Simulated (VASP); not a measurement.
# Bi2Te3 in VASP: single point with PBE

Aim: the single point of Bi2Te3 with PBE.

Everything below comes from runs of VASP 6.6.1. Logs are shortened: lines on timing, memory, paths and dates and some standing lists are left out, and cuts for length are marked.

## Step 1: The cell of the first run

The cell holds a slab with vacuum, 5 atoms: a = 4.386 Å, b = 4.386 Å, c = 20.553 Å, α = 90.00°, β = 90.00°, γ = 120.00°.

## Step 2: Single point, PBE

The input, INCAR:

```
PREC     = Accurate       # precision mode
ENCUT    = 520            # plane-wave cutoff, eV
EDIFF    = 1E-6           # SCF threshold, eV
ISMEAR   = 0              # smearing method
SIGMA    = 0.05           # smearing width, eV
LREAL    = F              # projectors in reciprocal space
LASPH    = T              # aspherical terms in the spheres
NELM     = 80             # most SCF steps
ALGO     = Normal         # electronic algorithm
ISIF     = 2              # what is computed and relaxed
LWAVE    = F              # write WAVECAR
LCHARG   = F              # write CHGCAR
GGA      = PE             # functional
NBANDS   = 32             # bands
```

The input, KPOINTS:

```
regular mesh
0
Gamma
  18 18 1
```

The input, POSCAR:

```
Bi2Te3
1.0
    4.3860011200      0.0000000000      0.0000000000
   -2.1930005600      3.7983883900      0.0000000000
    0.0000000000      0.0000000000     20.5530928100
Bi Te
2 3
Direct
    0.3333333300      0.6666666700      0.5989210700
    0.6666666700      0.3333333300      0.4010789300
    0.0000000000      0.0000000000      0.5000000000
    0.3333333300      0.6666666700      0.3162541100
    0.6666666700      0.3333333300      0.6837458900
```

Potentials or basis: VASP PAW PBE potentials, release 64 (Bi_d, Te).

Launch:

```
$ cat potpaw_PBE.64/Bi_d/POTCAR potpaw_PBE.64/Te/POTCAR > POTCAR
$ mpirun -np 1 vasp_std > vasp.out
```

OUTCAR:

```text
PREC = Accurate
   ENCUT = 520
   EDIFF = 1E-6
   ISMEAR = 0
   LREAL = F
   LASPH = T
   NELM = 80
   ISIF = 2
   GGA = PE

 ion  position               nearest neighbor table
   1  0.333  0.667  0.599-   5 3.07   5 3.07   5 3.07   3 3.25   3 3.25   3 3.25
   2  0.667  0.333  0.401-   4 3.07   4 3.07   4 3.07   3 3.25   3 3.25   3 3.25
   3  0.000  0.000  0.500-   1 3.25   2 3.25   1 3.25   2 3.25   2 3.25   1 3.25
   4  0.333  0.667  0.316-   2 3.07   2 3.07   2 3.07
   5  0.667  0.333  0.684-   1 3.07   1 3.07   1 3.07

  LATTYP: Found a hexagonal cell.
 ALAT       =     4.3860011200
 C/A-ratio  =     4.6860664755

  Lattice vectors:

 A1 = (   4.3860011200,   0.0000000000,   0.0000000000)
 A2 = (  -2.1930005600,   3.7983883900,   0.0000000000)
 A3 = (   0.0000000000,   0.0000000000,  20.5530928100)

Analysis of symmetry for initial positions (statically):
=====================================================================
 Subroutine PRICEL returns:
 Original cell was already a primitive cell.

 Routine SETGRP: Setting up the symmetry group for a
 hexagonal supercell.

 Subroutine GETGRP returns: Found 12 space group operations
 (whereof 12 operations were pure point group operations)
 out of a pool of 24 trial point group operations.

The static configuration has the point symmetry D_3d.

Analysis of symmetry for dynamics (positions and initial velocities):
=====================================================================
 Subroutine PRICEL returns:
 Original cell was already a primitive cell.

 Routine SETGRP: Setting up the symmetry group for a
 hexagonal supercell.

 Subroutine GETGRP returns: Found 12 space group operations
 (whereof 12 operations were pure point group operations)
 out of a pool of 24 trial point group operations.

The dynamic configuration has the point symmetry D_3d.

 Subroutine INISYM returns: Found 12 space group operations
 (whereof 12 operations are pure point group operations),
 and found     1 'primitive' translations

----------------------------------------------------------------------------------------

                                     Primitive cell

  volume of cell :     342.4091

  direct lattice vectors                    reciprocal lattice vectors
     4.386001120  0.000000000  0.000000000     0.227998118  0.131634775  0.000000000
    -2.193000560  3.798388390  0.000000000     0.000000000  0.263269549  0.000000000
     0.000000000  0.000000000 20.553092810     0.000000000  0.000000000  0.048654478

  length of vectors
     4.386001120  4.386001119 20.553092810     0.263269549  0.263269549  0.048654478

  position of ions in fractional coordinates (direct lattice)
     0.333333330  0.666666670  0.598921070
     0.666666670  0.333333330  0.401078930
     0.000000000  0.000000000  0.500000000
     0.333333330  0.666666670  0.316254110
     0.666666670  0.333333330  0.683745890

  ion indices of the primitive-cell ions
   primitive index   ion index
                 1           1
                 2           2
                 3           3
                 4           4
                 5           5

----------------------------------------------------------------------------------------

 KPOINTS: regular mesh

Automatic generation of k-mesh.
 Grid dimensions read from file:
 generate k-points for:   18   18    1

 Generating k-lattice:

  Cartesian coordinates                     Fractional coordinates (reciprocal lattice)
     0.012666562  0.007313043  0.000000000     0.055555556  0.000000000  0.000000000
     0.000000000  0.014626086  0.000000000     0.000000000  0.055555556  0.000000000
     0.000000000  0.000000000  0.048654478     0.000000000  0.000000000  1.000000000

  Length of vectors
     0.014626086  0.014626086  0.048654478

  Shift w.r.t. Gamma in fractional coordinates (k-lattice)
     0.000000000  0.000000000  0.000000000

 Subroutine IBZKPT returns following result:
 ===========================================

 Found     37 irreducible k-points:

 Following reciprocal coordinates:
            Coordinates               Weight
  0.000000  0.000000  0.000000      1.000000
  0.055556  0.000000  0.000000      6.000000
  0.111111  0.000000  0.000000      6.000000
  0.166667  0.000000  0.000000      6.000000
  0.222222  0.000000  0.000000      6.000000
  0.277778  0.000000  0.000000      6.000000
[... 16 lines left out ...]
  0.333333  0.111111  0.000000     12.000000
  0.388889  0.111111  0.000000     12.000000
 [... further k-points ...]
   k-points           NKPTS =     37   k-points in BZ     NKDIM =     37   number of bands    NBANDS=     32
   number of dos      NEDOS =    301   number of ions     NIONS =      5
   total plane-waves  NPLWV = 207360
   dimension x,y,z NGX =    36 NGY =   36 NGZ =  160
   dimension x,y,z NGXF=    72 NGYF=   72 NGZF=  320
   ions per type =               2   3
   NGX,Y,Z   is equivalent  to a cutoff of  13.65, 13.65, 12.94 a.u.
   NGXF,Y,Z  is equivalent  to a cutoff of  27.29, 27.29, 25.88 a.u.
 SYSTEM =  unknown system
   PREC   = accura    normal or accurate (medium, high low for compatibility)
   ISTART =      0    job   : 0-new  1-cont  2-samecut
   ICHARG =      2    charge: 1-file 2-atom 10-const
   ISPIN  =      1    spin polarized calculation?
   LNONCOLLINEAR =      F non collinear calculations
   LSORBIT =      F    spin-orbit coupling
   LASPH  =      T    aspherical Exc in radial PAW
   ENCUT  =  520.0 eV  38.22 Ry    6.18 a.u.   8.16  8.16 38.22*2*pi/ulx,y,z
   NELM   =     80;   NELMIN=  2; NELMDL= -5     # of ELM steps
   EDIFF  = 0.1E-05   stopping-criterion for ELM
   LREAL  =      F    real-space projection
   EDIFFG = 0.1E-04   stopping-criterion for IOM
   NSW    =      0    number of steps for IOM
   IBRION =     -1    ionic relax: 0-MD 1-quasi-New 2-CG
   NFREE  =      0    steps in history (QN), initial steepest desc. (CG)
   ISIF   =      2    stress and relaxation
   ISYM   =      2    0-nonsym 1-usesym 2-fastsym
   POTIM  = 0.5000    time-step for ionic-motion
   TEBEG  =    0.0;   TEEND  =   0.0 temperature during run
   PSTRESS=    0.0 pullay stress
   NELECT =      48.0000    total number of electrons
   NUPDOWN=      -1.0000    fix difference up-down
   EMIN   =  10.00;   EMAX   =-10.00  energy-range for DOS
   EFERMI =   0.00;   METHOD = LEGACY
   ISMEAR =     0;   SIGMA  =   0.05  broadening in eV -4-tet -1-fermi 0-gaus
   EFERMI_NEDOS =   21; number of points for ismear=-14 and -15
   IALGO  =     38    algorithm
   IMIX   =      4    mixing-type and parameters
     AMIX     =   0.40;   BMIX     =  1.00
     AMIX_MAG =   1.60;   BMIX_MAG =  1.00
  volume/ion in A,a.u.               =      68.48       462.14
  Fermi-wavevector in a.u.,A,eV,Ry     =   0.850433  1.607085  9.840229  0.723236
  Thomas-Fermi vector in A             =   1.966410
   LORBIT       =      0    0 simple, 1 ext, 2 COOP (PROOUT), +10 PAW based schemes
   GGA     = PE    functional components
   LHFCALC =     F    Hartree Fock is set to
   AEXX    =    0.0000 exact exchange contribution
   IVDW    =     0    specifies the selected vdW correction
   LEPSILON=     F    determine dielectric tensor
   LRPA    =     F    only Hartree local field effects (RPA)
 non-spin polarized calculation
 Gauss-broadening in eV      SIGMA  =   0.05
  energy-cutoff  :      520.00
  volume of cell :      342.41
 maximum number of plane-waves:      9251
 NGX is ok and might be reduce to    36
   NGX = 17   NGY = 17   NGZ = 77

 number of electron      48.0000000 magnetization

 Free energy of the ion-electron system (eV)
  ---------------------------------------------------
  ext. energy  EPLUGINS =         0.00000000
  ---------------------------------------------------
  free energy    TOTEN  =       -18.34723062 eV

  energy without entropy =      -18.34723062  energy(sigma->0) =      -18.34723062

 E-fermi :   0.2787     XC(G=0):  -5.2119

 val. band max:        0.0067665936   @ k =   0.1667   0.0556   0.0000
 cond. band min:       1.0169959387   @ k =   0.0000   0.0000   0.0000
 fundamental gap:      1.0102293450
 Fermi energy:         0.2787002354

 k-point     1 :       0.0000    0.0000    0.0000
  band No.  band energies     occupation
      1     -22.6237      2.00000
      2     -22.6237      2.00000
      3     -22.6223      2.00000
      4     -22.6223      2.00000
      5     -22.6143      2.00000
      6     -22.6130      2.00000
[... 24 lines left out ...]
     31       4.8010      0.00000
     32       5.0888      0.00000

 k-point     2 :       0.0556    0.0000    0.0000
  band No.  band energies     occupation
      1     -22.6239      2.00000
      2     -22.6233      2.00000
      3     -22.6225      2.00000
      4     -22.6220      2.00000
      5     -22.6140      2.00000
      6     -22.6128      2.00000
[... 24 lines left out ...]
     31       4.8527      0.00000
     32       5.1001      0.00000

 k-point     3 :       0.1111    0.0000    0.0000
  band No.  band energies     occupation
      1     -22.6245      2.00000
      2     -22.6230      2.00000
      3     -22.6223      2.00000
      4     -22.6209      2.00000
      5     -22.6135      2.00000
      6     -22.6124      2.00000
[... 24 lines left out ...]
     31       4.9794      0.00000
     32       5.1163      0.00000

 k-point     4 :       0.1667    0.0000    0.0000
  band No.  band energies     occupation
      1     -22.6255      2.00000
      2     -22.6239      2.00000
      3     -22.6207      2.00000
      4     -22.6194      2.00000
      5     -22.6134      2.00000
      6     -22.6121      2.00000
[... 654 lines left out ...]
     31       4.4734      0.00000
     32       5.7734      0.00000

 k-point    23 :       0.3333    0.1111    0.0000
  band No.  band energies     occupation
      1     -22.6304      2.00000
      2     -22.6281      2.00000
      3     -22.6180      2.00000
      4     -22.6161      2.00000
      5     -22.6157      2.00000
      6     -22.6141      2.00000
[... 24 lines left out ...]
     31       4.5011      0.00000
     32       5.8091      0.00000

 k-point    24 :       0.3889    0.1111    0.0000
  band No.  band energies     occupation
      1     -22.6312      2.00000
      2     -22.6288      2.00000
      3     -22.6180      2.00000
      4     -22.6165      2.00000
      5     -22.6154      2.00000
      6     -22.6144      2.00000
[... 24 lines left out ...]
     31       4.5415      0.00000
     32       5.8375      0.00000

 [... further k-points ...]

------------------------ aborting loop because EDIFF is reached ----------------------------------------

  FORCE on cell =-STRESS in cart. coord.  units (eV):
  Direction    XX          YY          ZZ          XY          YZ          ZX
  --------------------------------------------------------------------------------------
  -------------------------------------------------------------------------------------
  Total        1.0533086      1.0533086      0.7469835     -0.0000000      0.0000000      0.0000000
  in kB        4.9285697      4.9285697      3.4952346     -0.0000000      0.0000000      0.0000000
  external PRESSURE =       4.4507913 kB  Pullay stress =       0.0000000 kB

 VOLUME and BASIS-vectors are now :
 -----------------------------------------------------------------------------
  energy-cutoff  :      520.00
  volume of cell :      342.41
      direct lattice vectors                 reciprocal lattice vectors
     4.386001120  0.000000000  0.000000000     0.227998118  0.131634775  0.000000000
    -2.193000560  3.798388390  0.000000000     0.000000000  0.263269549  0.000000000
     0.000000000  0.000000000 20.553092810     0.000000000  0.000000000  0.048654478

 POSITION                                       TOTAL-FORCE (eV/Angst)
 -----------------------------------------------------------------------------------
     -0.00000      2.53226     12.30968        -0.000000     -0.000000      0.186586
      2.19300      1.26613      8.24341         0.000000      0.000000     -0.186586
      0.00000      0.00000     10.27655        -0.000000      0.000000      0.000000
     -0.00000      2.53226      6.50000         0.000000      0.000000     -0.003190
      2.19300      1.26613     14.05309        -0.000000      0.000000      0.003190
 -----------------------------------------------------------------------------------
    total drift:                                0.000000     -0.000000     -0.000000

  FREE ENERGIE OF THE ION-ELECTRON SYSTEM (eV)
  ---------------------------------------------------
  free  energy   TOTEN  =       -18.3472306222 eV

  energy  without entropy=      -18.3472306222  energy(sigma->0) =      -18.34723062
```

It took 13 min on 1 thread of Intel Xeon 8259CL, shared host; peak memory 0.7 GiB.

What came out:

| Property | Result |
| --- | --- |
| Free energy | -18.3472 eV |
| Largest force | 0.187 eV/Å |
| Band gap on the k mesh | 1.01 eV (least direct gap 1.30 eV) |

Forces in eV/Å, atoms in the order of the input:
```
Bi   0.000  0.000  0.187
Bi   0.000  0.000 -0.187
Te   0.000  0.000  0.000
Te   0.000  0.000 -0.003
Te   0.000  0.000  0.003
```

Levels at points of the mesh, in eV from the valence-band top:
```
           k point  band 20  band 21  band 22  band 23  band 24  band 25  band 26  band 27  band 28  band 29
(0.00, 0.00, 0.00)    -0.80    -0.78    -0.45    -0.29    -0.29     1.01     1.59     1.59     2.39     2.56
(0.50, 0.00, 0.00)    -1.88    -1.72    -1.02    -0.62    -0.51     1.55     2.25     2.26     3.36     3.83
```

Caveat: there is no dipole correction, which matters where the two faces differ; spin-orbit coupling is left out, which moves the levels of the heavy elements.
